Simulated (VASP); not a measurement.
# BaS (Fm-3m) in VASP: further runs, part 2 of 2

VASP 6.6.1. Earlier steps stand in the parts before.

### 3 Single point, HSE06

File POSCAR:

```
BaS
1.0
    0.0000000000      3.2117958733      3.2117958733
    3.2117958733      0.0000000000      3.2117958733
    3.2117958733      3.2117958733      0.0000000000
Ba S
1 1
Direct
    0.0000000000      0.0000000000      0.0000000000
    0.5000000000      0.5000000000      0.5000000000
```

File INCAR.step1:

```
PREC = Accurate
ENCUT = 520
EDIFF = 1E-5
ISMEAR = 0
SIGMA = 0.01
LREAL = F
LASPH = T
NELM = 80
ALGO = Normal
ISIF = 2
LWAVE = T
GGA = PE
NBANDS = 15
```

File INCAR.step2:

```
PREC = Accurate
ENCUT = 520
EDIFF = 1E-7
ISMEAR = 0
SIGMA = 0.01
LREAL = F
LASPH = T
NELM = 80
ALGO = Normal
ISIF = 2
LWAVE = F
LCHARG = T
GGA = PE
LHFCALC = T
HFSCREEN = 0.2079
PRECFOCK = Normal
LELF = T
LVHAR = T
ISTART = 1
NBANDS = 15
```

File KPOINTS:

```
regular mesh
0
Gamma
  4 4 4
```

Potentials or basis: VASP PAW PBE potentials, release 64 (Ba_sv, S).

On the command line:

```
$ cat potpaw_PBE.64/Ba_sv/POTCAR potpaw_PBE.64/S/POTCAR > POTCAR
$ cp INCAR.step1 INCAR
$ mpirun -np 1 vasp_std > vasp.out
$ cp INCAR.step2 INCAR
$ mpirun -np 1 vasp_std > vasp.out
```

OUTCAR:

```text
PREC = Accurate
   ENCUT = 520
   EDIFF = 1E-7
   ISMEAR = 0
   LREAL = F
   LASPH = T
   NELM = 80
   ISIF = 2
   GGA = PE
   LHFCALC = T
   HFSCREEN = 0.2079
   PRECFOCK = Normal
   ISTART = 1

 ion  position               nearest neighbor table
   1  0.000  0.000  0.000-   2 3.21   2 3.21   2 3.21   2 3.21   2 3.21   2 3.21
   2  0.500  0.500  0.500-   1 3.21   1 3.21   1 3.21   1 3.21   1 3.21   1 3.21

  LATTYP: Found a face centered cubic cell.
 ALAT       =     6.4235917466

  Lattice vectors:

 A1 = (   0.0000000000,   3.2117958733,   3.2117958733)
 A2 = (   3.2117958733,   0.0000000000,   3.2117958733)
 A3 = (   3.2117958733,   3.2117958733,   0.0000000000)

Analysis of symmetry for initial positions (statically):
=====================================================================
 Subroutine PRICEL returns:
 Original cell was already a primitive cell.

 Routine SETGRP: Setting up the symmetry group for a
 face centered cubic supercell.

 Subroutine GETGRP returns: Found 48 space group operations
 (whereof 48 operations were pure point group operations)
 out of a pool of 48 trial point group operations.

The static configuration has the point symmetry O_h .

Analysis of symmetry for dynamics (positions and initial velocities):
=====================================================================
 Subroutine PRICEL returns:
 Original cell was already a primitive cell.

 Routine SETGRP: Setting up the symmetry group for a
 face centered cubic supercell.

 Subroutine GETGRP returns: Found 48 space group operations
 (whereof 48 operations were pure point group operations)
 out of a pool of 48 trial point group operations.

The dynamic configuration has the point symmetry O_h .

 Subroutine INISYM returns: Found 48 space group operations
 (whereof 48 operations are pure point group operations),
 and found     1 'primitive' translations

----------------------------------------------------------------------------------------

                                     Primitive cell

  volume of cell :      66.2634

  direct lattice vectors                    reciprocal lattice vectors
     0.000000000  3.211795873  3.211795873    -0.155676145  0.155676145  0.155676145
     3.211795873  0.000000000  3.211795873     0.155676145 -0.155676145  0.155676145
     3.211795873  3.211795873  0.000000000     0.155676145  0.155676145 -0.155676145

  length of vectors
     4.542165284  4.542165284  4.542165284     0.269638993  0.269638993  0.269638993

  position of ions in fractional coordinates (direct lattice)
     0.000000000  0.000000000  0.000000000
     0.500000000  0.500000000  0.500000000

  ion indices of the primitive-cell ions
   primitive index   ion index
                 1           1
                 2           2

----------------------------------------------------------------------------------------

 KPOINTS: regular mesh

Automatic generation of k-mesh.
 Grid dimensions read from file:
 generate k-points for:    4    4    4

 Generating k-lattice:

  Cartesian coordinates                     Fractional coordinates (reciprocal lattice)
[... 32 lines left out ...]
   NGXF,Y,Z  is equivalent  to a cutoff of  26.35, 26.35, 26.35 a.u.
 SYSTEM =  unknown system
   PREC   = accura    normal or accurate (medium, high low for compatibility)
   ISTART =      1    job   : 0-new  1-cont  2-samecut
   ICHARG =      0    charge: 1-file 2-atom 10-const
   ISPIN  =      1    spin polarized calculation?
   LNONCOLLINEAR =      F non collinear calculations
   LSORBIT =      F    spin-orbit coupling
   LASPH  =      T    aspherical Exc in radial PAW
   ENCUT  =  520.0 eV  38.22 Ry    6.18 a.u.   8.45  8.45  8.45*2*pi/ulx,y,z
   NELM   =     80;   NELMIN=  2; NELMDL=  0     # of ELM steps
   EDIFF  = 0.1E-06   stopping-criterion for ELM
   LREAL  =      F    real-space projection
   EDIFFG = 0.1E-05   stopping-criterion for IOM
   NSW    =      0    number of steps for IOM
   IBRION =     -1    ionic relax: 0-MD 1-quasi-New 2-CG
   NFREE  =      0    steps in history (QN), initial steepest desc. (CG)
   ISIF   =      2    stress and relaxation
   ISYM   =      3    0-nonsym 1-usesym 2-fastsym
   POTIM  = 0.5000    time-step for ionic-motion
   TEBEG  =    0.0;   TEEND  =   0.0 temperature during run
   PSTRESS=    0.0 pullay stress
   NELECT =      16.0000    total number of electrons
   NUPDOWN=      -1.0000    fix difference up-down
   EMIN   =  10.00;   EMAX   =-10.00  energy-range for DOS
   EFERMI =   0.00;   METHOD = LEGACY
   ISMEAR =     0;   SIGMA  =   0.01  broadening in eV -4-tet -1-fermi 0-gaus
   EFERMI_NEDOS =   21; number of points for ismear=-14 and -15
   IALGO  =     38    algorithm
   IMIX   =      1    mixing-type and parameters
     AMIX     =   0.40;   BMIX     =  1.00
     AMIX_MAG =   1.60;   BMIX_MAG =  1.00
  volume/ion in A,a.u.               =      33.13       223.58
  Fermi-wavevector in a.u.,A,eV,Ry     =   1.019429  1.926441 14.139651  1.039235
  Thomas-Fermi vector in A             =   2.152942
   LORBIT       =      0    0 simple, 1 ext, 2 COOP (PROOUT), +10 PAW based schemes
   GGA     = PE    functional components
   LHFCALC =     T    Hartree Fock is set to
   PRECFOCK=normal    Normal, Fast or Accurate (Low or Medium for compatibility)
   ENCUT4O =  -1.0   cutoff for four orbital integrals eV
   NKREDX  =     1    reduce k-point grid by
   NKREDY  =     1    reduce k-point grid by
   NKREDZ  =     1    reduce k-point grid by
   AEXX    =    0.2500 exact exchange contribution
   HFSCREEN=    0.2079 screening length (either q_TF or 0.3 A-1)
   HFSCREENC=   0.2079 screening length for correlation (either q_TF or 0.3 A-1)
   ENCUTFOCK=  -1.0 apply spherical cutoff to Coloumb kernel
   IVDW    =     0    specifies the selected vdW correction
   LEPSILON=     F    determine dielectric tensor
   LRPA    =     F    only Hartree local field effects (RPA)
 non-spin polarized calculation
 Gauss-broadening in eV      SIGMA  =   0.01
  energy-cutoff  :      520.00
  volume of cell :       66.26
 maximum number of plane-waves:      1812
 NGX is ok and might be reduce to    36
  NGX = 28; NGY = 28; NGZ = 28

 number of electron      16.0000002 magnetization

 Free energy of the ion-electron system (eV)
  ---------------------------------------------------
  ext. energy  EPLUGINS =         0.00000000
  ---------------------------------------------------
  free energy    TOTEN  =       -11.54472536 eV

  energy without entropy =      -11.54472536  energy(sigma->0) =      -11.54472536

 E-fermi :   0.7599     XC(G=0):  -7.1479

 val. band max:        0.7121239637   @ k =   0.0000   0.0000   0.0000
 cond. band min:       3.7585629806   @ k =   0.5000   0.5000   0.0000
 fundamental gap:      3.0464390169
 Fermi energy:         0.7598962168

 k-point     1 :       0.0000    0.0000    0.0000
  band No.  band energies     occupation
      1     -27.1565      2.00000
      2     -11.1559      2.00000
      3     -11.1559      2.00000
      4     -11.1559      2.00000
      5     -10.6943      2.00000
      6       0.7121      2.00000
      7       0.7121      2.00000
      8       0.7121      2.00000
      9       5.2084      0.00000
     10       5.6235      0.00000
     11       5.6235      0.00000
     12       5.6235      0.00000
     13       6.5571      0.00000
     14       6.5571      0.00000
[... 113 lines left out ...]
      2     -11.8163      2.00000
      3     -11.5062      2.00000
      4     -11.5062      2.00000
      5      -9.9060      2.00000
      6      -0.4597      2.00000
      7       0.1721      2.00000
      8       0.1721      2.00000
      9       6.0185      0.00000
     10       6.0185      0.00000
     11       8.1312      0.00000
     12       8.6927      0.00000
     13       9.4593      0.00000
     14      11.4702      0.00000
     15      12.5011      0.00000

------------------------ aborting loop because EDIFF is reached ----------------------------------------

  FORCE on cell =-STRESS in cart. coord.  units (eV):
  Direction    XX          YY          ZZ          XY          YZ          ZX
  --------------------------------------------------------------------------------------
  -------------------------------------------------------------------------------------
  Total        0.0910764      0.0910764      0.0910764      0.0000000      0.0000000     -0.0000000
  in kB        2.2021284      2.2021284      2.2021284      0.0000000      0.0000000     -0.0000000
  external PRESSURE =       2.2021284 kB  Pullay stress =       0.0000000 kB

 VOLUME and BASIS-vectors are now :
 -----------------------------------------------------------------------------
  energy-cutoff  :      520.00
  volume of cell :       66.26
      direct lattice vectors                 reciprocal lattice vectors
     0.000000000  3.211795873  3.211795873    -0.155676145  0.155676145  0.155676145
     3.211795873  0.000000000  3.211795873     0.155676145 -0.155676145  0.155676145
     3.211795873  3.211795873  0.000000000     0.155676145  0.155676145 -0.155676145

 POSITION                                       TOTAL-FORCE (eV/Angst)
 -----------------------------------------------------------------------------------
      0.00000      0.00000      0.00000        -0.000000      0.000000     -0.000000
      3.21180      3.21180      3.21180         0.000000      0.000000      0.000000
 -----------------------------------------------------------------------------------
    total drift:                                0.000000      0.000000      0.000000

  FREE ENERGIE OF THE ION-ELECTRON SYSTEM (eV)
  ---------------------------------------------------
  free  energy   TOTEN  =       -11.5447253581 eV

  energy  without entropy=      -11.5447253581  energy(sigma->0) =      -11.54472536
```

OUTCAR.step1:

```text
PREC = Accurate
   ENCUT = 520
   EDIFF = 1E-5
   ISMEAR = 0
   LREAL = F
   LASPH = T
[... 346 lines left out ...]
 -----------------------------------------------------------------------------------
      0.00000      0.00000      0.00000        -0.000000      0.000000     -0.000000
      3.21180      3.21180      3.21180         0.000000     -0.000000      0.000000
 -----------------------------------------------------------------------------------
    total drift:                                0.000000      0.000000      0.000000

  FREE ENERGIE OF THE ION-ELECTRON SYSTEM (eV)
  ---------------------------------------------------
  free  energy   TOTEN  =       -10.1873125410 eV

  energy  without entropy=      -10.1873125410  energy(sigma->0) =      -10.18731254
```

OSZICAR.step1:

```text
N       E                     dE             d eps       ncg     rms          rms(c)
DAV:   1     0.847488349675E+02    0.84749E+02   -0.69640E+03   240   0.939E+02
DAV:   2    -0.549765305708E+01   -0.90246E+02   -0.81103E+02   332   0.162E+02
DAV:   3    -0.105758998524E+02   -0.50782E+01   -0.50401E+01   318   0.422E+01
DAV:   4    -0.106748039111E+02   -0.98904E-01   -0.98880E-01   320   0.624E+00
DAV:   5    -0.106774056089E+02   -0.26017E-02   -0.26017E-02   304   0.839E-01    0.471E+00
DAV:   6    -0.101692449398E+02    0.50816E+00   -0.70485E-01   282   0.494E+00    0.320E+00
DAV:   7    -0.101716023330E+02   -0.23574E-02   -0.19479E-01   297   0.242E+00    0.213E+00
DAV:   8    -0.101845892701E+02   -0.12987E-01   -0.21731E-02   268   0.104E+00    0.252E-01
DAV:   9    -0.101863395908E+02   -0.17503E-02   -0.35407E-03   317   0.456E-01    0.164E-01
DAV:  10    -0.101871795782E+02   -0.83999E-03   -0.84614E-04   268   0.191E-01    0.497E-02
DAV:  11    -0.101873092702E+02   -0.12969E-03   -0.17324E-04   289   0.802E-02    0.128E-02
DAV:  12    -0.101873125410E+02   -0.32709E-05   -0.77781E-06   254   0.194E-02
   1 F= -.10187313E+02 E0= -.10187313E+02  d E =-.719597E-21
```

Run time: 5.9 min. Hardware: 1 thread of Intel Xeon 6975P-C (Granite Rapids), shared host; peak memory 0.3 GiB.

Results:

* Free energy: -11.5447 eV
* Pressure: 0.2 GPa
* Band gap on the k mesh: 3.05 eV, indirect (least direct gap 3.21 eV)

Caveat: the k points lie up to 0.42 Å⁻¹ apart; the PAW data sets were made with another functional, which shifts forces and pressure a little; spin-orbit coupling is left out, which moves the levels of the heavy elements.
